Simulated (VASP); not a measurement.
Wanted: the native input for a VASP 6.6.1 run.

```yaml
Task: single point
Functional: PBE
Potentials_or_basis: VASP PAW PBE potentials, release 64 (Ba_sv, S)
Cutoff: 520 eV
k_mesh: 8 × 8 × 8
Occupations: gaussian, width 0.05 eV
Spin: no spin polarisation
Dipole_correction: no
Further_INCAR_settings: ALGO = Normal; EDIFF = 1e-07; NBANDS = 15
```

The structure of BaS lies in POSCAR:

```
BaS
1.0
    0.0000000000      3.1937500000      3.1777812500
    3.1937500000      0.0000000000      3.1777812500
    3.1937500000      3.1937500000      0.0000000000
Ba S
1 1
Direct
    0.0000000000      0.0000000000      0.0000000000
    0.5000000000      0.5000000000      0.5000000000
```

This cell differs from its parent crystal: strain -0.0050 x Voigt [0, 0, 1, 0, 0, 0].

These files were run (other wordings do the same):

INCAR

```
PREC = Accurate
ENCUT = 520
EDIFF = 1E-7
ISMEAR = 0
SIGMA = 0.05
LREAL = F
LASPH = T
NELM = 60
ALGO = Normal
ISIF = 2
LWAVE = F
LCHARG = T
GGA = PE
LELF = T
LVHAR = T
NBANDS = 15
```

KPOINTS

```
Automatic mesh
0
Gamma
  8 8 8
```

Potentials or basis: VASP PAW PBE potentials, release 64 (Ba_sv, S).

The run is started by

```console
$ cat potpaw_PBE.64/Ba_sv/POTCAR potpaw_PBE.64/S/POTCAR > POTCAR
$ mpirun -np 1 vasp_std > vasp.out
```

It gave:

```
Pressure               : 1.7 GPa
Band gap on the k mesh : 2.08 eV, indirect (least direct gap 2.22 eV)
```

Caveat: the cell differs from its parent crystal (strain -0.0050 x Voigt [0, 0, 1, 0, 0, 0]); spin-orbit coupling is left out, which moves the levels of the heavy elements.

Run time: 32 s on 1 thread of Intel(R) Xeon(R) Platinum 8488C (Sapphire Rapids), with other jobs on the host, peak memory 0.23 GiB.
